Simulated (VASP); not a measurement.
# GaCuCCl4O (P-1) in VASP: settings compared

Aim: see how the results for GaCuCCl4O move with the level of theory and the settings. Levels: PBE, r2SCAN. Tasks: electric field gradients.

Everything below comes from runs of VASP 6.6.1. Logs are shortened: lines on timing, memory, paths and dates and some standing lists are left out, and cuts for length are marked.

### Step 1. The cell of the first run

The typed cell holds 16 atoms: a = 6.877 Å, b = 7.015 Å, c = 8.759 Å, α = 81.00°, β = 69.45°, γ = 85.73°.

### Step 2. Electric field gradients, PBE

INCAR

```
SYSTEM = GaCuCCl4O
  PREC = Accurate
  ENCUT = 520
  EDIFF = 1E-8
  ISMEAR = -1
  SIGMA = 0.02
  LREAL = Auto
  LASPH = .TRUE.
  NELM = 100
  ALGO = Normal
  ISIF = 2
  LWAVE = .FALSE.
  LCHARG = .FALSE.
  GGA = PE
  LEFG = .TRUE.
  NBANDS = 76
```

KPOINTS

```
regular mesh
0
G
  3 3 3
  0 0 0
```

POSCAR

```
GaCuCCl4O
1.0
    6.8769000000      0.0000000000      0.0000000000
    0.5222281150      6.9960358808      0.0000000000
    3.0741926905      1.1449101349      8.1219214749
Ga Cu C Cl O
2 2 2 8 2
Direct
    0.2011000000      0.7558000000      0.7617400000
    0.7989000000      0.2442000000      0.2382600000
    0.0237600000      0.7350800000      0.2185500000
    0.9762400000      0.2649200000      0.7814500000
    0.2892000000      0.7746000000      0.2157000000
    0.7108000000      0.2254000000      0.7843000000
    0.9274200000      0.7586800000      0.9805000000
    0.0725800000      0.2413200000      0.0195000000
    0.7886000000      0.9691900000      0.3839500000
    0.2114000000      0.0308100000      0.6160500000
    0.8435900000      0.4550100000      0.3785300000
    0.1564100000      0.5449900000      0.6214700000
    0.4715700000      0.6949900000      0.8196000000
    0.5284300000      0.3050100000      0.1804000000
    0.4415000000      0.8046000000      0.2211000000
    0.5585000000      0.1954000000      0.7789000000
```

Potentials or basis: VASP PAW PBE potentials, release 64 (Ga_d, Cu, C, Cl, O).

Command:

```
$ cat potpaw_PBE.64/Ga_d/POTCAR potpaw_PBE.64/Cu/POTCAR potpaw_PBE.64/C/POTCAR potpaw_PBE.64/Cl/POTCAR potpaw_PBE.64/O/POTCAR > POTCAR
$ mpirun -np 1 vasp_std > vasp.out
```

OUTCAR:

```text
SYSTEM = GaCuCCl4O
   PREC = Accurate
   ENCUT = 520
   EDIFF = 1E-8
   ISMEAR = -1
   LREAL = Auto
   LASPH = .TRUE.
   NELM = 100
   ISIF = 2
   GGA = PE

 ion  position               nearest neighbor table
   1  0.201  0.756  0.762-  13 2.09  10 2.13   7 2.17  12 2.17
   2  0.799  0.244  0.238-  14 2.09   9 2.13   8 2.17  11 2.17
   3  0.024  0.735  0.219-   5 1.86  11 2.38   7 2.38   9 2.47
   4  0.976  0.265  0.781-   6 1.86  12 2.38   8 2.38  10 2.47
   5  0.289  0.775  0.216-  15 1.10   3 1.86
   6  0.711  0.225  0.784-  16 1.10   4 1.86
   7  0.927  0.759  0.980-   1 2.17   3 2.38
   8  0.073  0.241  0.020-   2 2.17   4 2.38
   9  0.789  0.969  0.384-   2 2.13   3 2.47
  10  0.211  0.031  0.616-   1 2.13   4 2.47
  11  0.844  0.455  0.379-   2 2.17   3 2.38
  12  0.156  0.545  0.621-   1 2.17   4 2.38
  13  0.472  0.695  0.820-   1 2.09
  14  0.528  0.305  0.180-   2 2.09
  15  0.441  0.805  0.221-   5 1.10
  16  0.559  0.195  0.779-   6 1.10

  LATTYP: Found a triclinic cell.
 ALAT       =     7.0155000000
 B/A-ratio  =     2.7361616551
 C/A-ratio  =     1.7045614447
 COS(alpha) =     0.0007052773
 COS(beta)  =     0.6584656469
 COS(gamma) =     0.7128867512

  Lattice vectors:

 A1 = (  -0.5222281150,  -6.9960358808,   0.0000000000)
 A2 = ( -11.7240635395, -12.8471616267,   8.1219214749)
 A3 = (   3.2804791945,  -8.1409460157,  -8.1219214749)

Analysis of symmetry for initial positions (statically):
=====================================================================
 Subroutine PRICEL returns:
 Original cell was already a primitive cell.

 Routine SETGRP: Setting up the symmetry group for a
 triclinic supercell.

 Subroutine GETGRP returns: Found  2 space group operations
 (whereof  2 operations were pure point group operations)
 out of a pool of  2 trial point group operations.

The static configuration has the point symmetry S_2 .

Analysis of symmetry for dynamics (positions and initial velocities):
=====================================================================
 Subroutine PRICEL returns:
[... 1258 lines left out ...]
 [bands above 74 left out]

------------------------ aborting loop because EDIFF is reached ----------------------------------------

  FORCE on cell =-STRESS in cart. coord.  units (eV):
  Direction    XX          YY          ZZ          XY          YZ          ZX
  --------------------------------------------------------------------------------------
  -------------------------------------------------------------------------------------
  Total       19.0062925      7.7167245      7.1883198      1.7797432     -0.9123719      0.5235435
  in kB       77.9299624     31.6402609     29.4736858      7.2973368     -3.7409246      2.1466430
  external PRESSURE =      46.3479697 kB  Pullay stress =       0.0000000 kB

 VOLUME and BASIS-vectors are now :
 -----------------------------------------------------------------------------
  energy-cutoff  :      520.00
  volume of cell :      390.75
      direct lattice vectors                 reciprocal lattice vectors
     6.876900000  0.000000000  0.000000000     0.145414358 -0.010854642 -0.053510018
     0.522228115  6.996035881  0.000000000     0.000000000  0.142938089 -0.020149329
     3.074192690  1.144910135  8.121921475     0.000000000  0.000000000  0.123123574

 POSITION                                       TOTAL-FORCE (eV/Angst)
 -----------------------------------------------------------------------------------
      4.11938      6.15973      6.18679         0.005508     -0.195298      0.144335
      6.35394      1.98122      1.93513        -0.005508      0.195298     -0.144335
      1.21914      5.39287      1.77505         0.322742      0.072093     -0.042446
      9.25418      2.74808      6.34688        -0.322742     -0.072093      0.042446
      3.05642      5.66609      1.75190        -6.116233     -1.190680     -0.223797
      7.41690      2.47486      6.37002         6.116233      1.190680      0.223797
[... 8 lines left out ...]
      4.13604      5.88215      1.79576         5.689116      1.148997      0.215741
      6.33728      2.25880      6.32616        -5.689116     -1.148997     -0.215741
 -----------------------------------------------------------------------------------
    total drift:                               -0.000000     -0.000000      0.000000

  FREE ENERGIE OF THE ION-ELECTRON SYSTEM (eV)
  ---------------------------------------------------
  free  energy   TOTEN  =       -69.4405528430 eV

  energy  without entropy=      -69.4405528430  energy(sigma->0) =      -69.44055284

 Electric field gradients (V/A^2)
---------------------------------------------------------------------
 ion       V_xx      V_yy      V_zz      V_xy      V_xz      V_yz
---------------------------------------------------------------------
   1     -29.718     9.984    19.734    13.408   -15.264    10.745
   2     -29.718     9.984    19.734    13.408   -15.264    10.745
   3     -39.561    20.636    18.925   -12.972    -0.628     2.720
   4     -39.561    20.636    18.925   -12.972    -0.628     2.720
   5     -79.944    37.670    42.274   -23.772    -4.295    -0.569
   6     -79.944    37.670    42.274   -23.772    -4.295    -0.569
[... 8 lines left out ...]
  15     -64.230    31.688    32.542   -19.051    -2.972    -0.638
  16     -64.230    31.688    32.542   -19.051    -2.972    -0.638
---------------------------------------------------------------------

 Electric field gradients after diagonalization (V/A^2)
 (convention: |V_zz| > |V_xx| > |V_yy|)
----------------------------------------------------------------------
 ion       V_xx      V_yy      V_zz     asymmetry (V_yy - V_xx)/ V_zz
----------------------------------------------------------------------
   1      27.406    11.813   -39.219       0.398
   2      27.406    11.813   -39.219       0.398
   3      24.668    17.570   -42.238       0.168
   4      24.668    17.570   -42.238       0.168
   5      42.626    42.088   -84.714       0.006
   6      42.626    42.088   -84.714       0.006
[... 8 lines left out ...]
  15      35.335    32.632   -67.968       0.040
  16      35.335    32.632   -67.968       0.040
----------------------------------------------------------------------

           NMR quadrupolar parameters

 Cq : quadrupolar parameter    Cq=e*Q*V_zz/h
 eta: asymmetry parameters     (V_yy - V_xx)/ V_zz
 Q  : nuclear electric quadrupole moment in mb (millibarn)
----------------------------------------------------------------------
 ion       Cq(MHz)       eta       Q (mb)
----------------------------------------------------------------------
   1      -0.095       0.398       1.000
   2      -0.095       0.398       1.000
   3      -0.102       0.168       1.000
   4      -0.102       0.168       1.000
   5      -0.205       0.006       1.000
   6      -0.205       0.006       1.000
[... 8 lines left out ...]
  15      -0.164       0.040       1.000
  16      -0.164       0.040       1.000
----------------------------------------------------------------------
```

OSZICAR:

```text
N       E                     dE             d eps       ncg     rms          rms(c)
DAV:   1     0.160323581940E+04    0.16032E+04   -0.50929E+04  2160   0.179E+03
DAV:   2     0.297958968521E+03   -0.13053E+04   -0.12420E+04  2296   0.514E+02
[... 19 lines left out ...]
DAV:  22    -0.694405528542E+02   -0.33064E-06   -0.10114E-06  3408   0.695E-03    0.195E-03
DAV:  23    -0.694405528108E+02    0.43414E-07   -0.10046E-07  2968   0.393E-03    0.966E-04
DAV:  24    -0.694405527491E+02    0.61680E-07   -0.87272E-08  2880   0.271E-03    0.559E-04
DAV:  25    -0.694405527858E+02   -0.36667E-07   -0.21454E-08  1472   0.240E-03    0.216E-04
DAV:  26    -0.694405528382E+02   -0.52451E-07   -0.86828E-09  1248   0.119E-03    0.211E-04
DAV:  27    -0.694405528430E+02   -0.47712E-08   -0.55065E-09  1232   0.111E-03
   1 F= -.69440553E+02 E0= -.69440553E+02  d E =-.201067E-11
```

stdout:

```text
POSCAR found type information on POSCAR GaCuC ClO
 POSCAR found :  5 types and      16 ions
 scaLAPACK will be used
 LDA part: xc-table for (Slater+PW92), standard interpolation
 POSCAR, INCAR and KPOINTS ok, starting setup
 FFT: planning ... GRIDC
 FFT: planning ... GRID_SOFT
 FFT: planning ... GRID
 WAVECAR not read
 entering main loop
ion   1
     0.0000481    -0.0115842    -0.0346402    -0.0132127     0.0047523     0.0066515
     0.0000628    -0.0115842    -0.0346402    -0.0132127     0.0047523     0.0066515
     0.0000820    -0.0115842    -0.0346402    -0.0132127     0.0047523     0.0066515
     0.0001070    -0.0115843    -0.0346402    -0.0132128     0.0047523     0.0066516

     0.0000481   -12.5427793   -10.0743018   -15.8818095    14.2592459    18.5788812
     0.0000628   -12.5425722   -10.0741396   -15.8815565    14.2590120    18.5785715
     0.0000820   -12.5422583   -10.0738941   -15.8811729    14.2586575    18.5781021
     0.0001070   -12.5417853   -10.0735243   -15.8805946    14.2581229    18.5773943
[... 106 lines left out ...]
     0.0000382   -95.0573315   -45.1246914     3.0065970   -23.5410487    71.3301827
     0.0000526   -95.0571226   -45.1245922     3.0065901   -23.5409968    71.3300260
     0.0000724   -95.0567760   -45.1244275     3.0065787   -23.5409108    71.3297660
     0.0000997   -95.0562052   -45.1241563     3.0065599   -23.5407691    71.3293377

ion  12
     0.0000382    -5.5976874    -2.6026342     0.0739559
```

It took 31 min on 1 thread of Intel Xeon Platinum 8375C at 2.90GHz (Ice Lake), shared host; peak memory 0.63 GiB.

Results:

* Free energy: -69.4406 eV
* Pressure: 4.6 GPa
* Largest force: 6.235 eV/Å
* Band gap on the k mesh: 3.64 eV (least direct gap 3.65 eV)
* Largest electric field gradient by atom: Ga -39.2; Cu -42.2; C -84.7; Cl +142.6, +152.6, +151.8, +183.7 (each value once); O -68.0 V/Å²

Forces on the atoms (eV/Å):
```
Ga   0.006 -0.195  0.144
Ga  -0.006  0.195 -0.144
Cu   0.323  0.072 -0.042
Cu  -0.323 -0.072  0.042
C   -6.116 -1.191 -0.224
C    6.116  1.191  0.224
Cl  -0.553  0.106  0.919
Cl   0.553 -0.106 -0.919
Cl   0.182 -1.095  0.674
Cl  -0.182  1.095 -0.674
Cl   0.384  0.730  0.462
Cl  -0.384 -0.730 -0.462
Cl   1.141 -0.215  0.257
Cl  -1.141  0.215 -0.257
O    5.689  1.149  0.216
O   -5.689 -1.149 -0.216
```

Stress tensor (GPa, compression positive):
```
 7.79  0.73  0.21
 0.73  3.16 -0.37
 0.21 -0.37  2.95
```

Electric field gradients, principal values (V/Å²):
```csv
atom,least,middle,greatest (by size)
1 Ga,11.813,27.406,-39.219
2 Ga,11.813,27.406,-39.219
3 Cu,17.570,24.668,-42.238
4 Cu,17.570,24.668,-42.238
5 C,42.088,42.626,-84.714
6 C,42.088,42.626,-84.714
7 Cl,-21.839,-120.776,142.615
8 Cl,-21.839,-120.776,142.615
9 Cl,-26.616,-125.990,152.606
10 Cl,-26.616,-125.990,152.606
11 Cl,-23.830,-127.950,151.779
12 Cl,-23.830,-127.950,151.779
13 Cl,-86.413,-97.304,183.717
14 Cl,-86.413,-97.304,183.717
15 O,32.632,35.335,-67.968
16 O,32.632,35.335,-67.968
```

Caveat: the cell stands under pressure; without QUAD_EFG the Cq values of the log hold for a quadrupole moment of 1 mb, not for the nuclei; an odd mesh through Γ misses points on the zone boundary, where band edges can lie; forces of over 1 eV/Å act on the atoms, so gaps and moduli don't describe the material at rest.

[end of part 1 of 2]
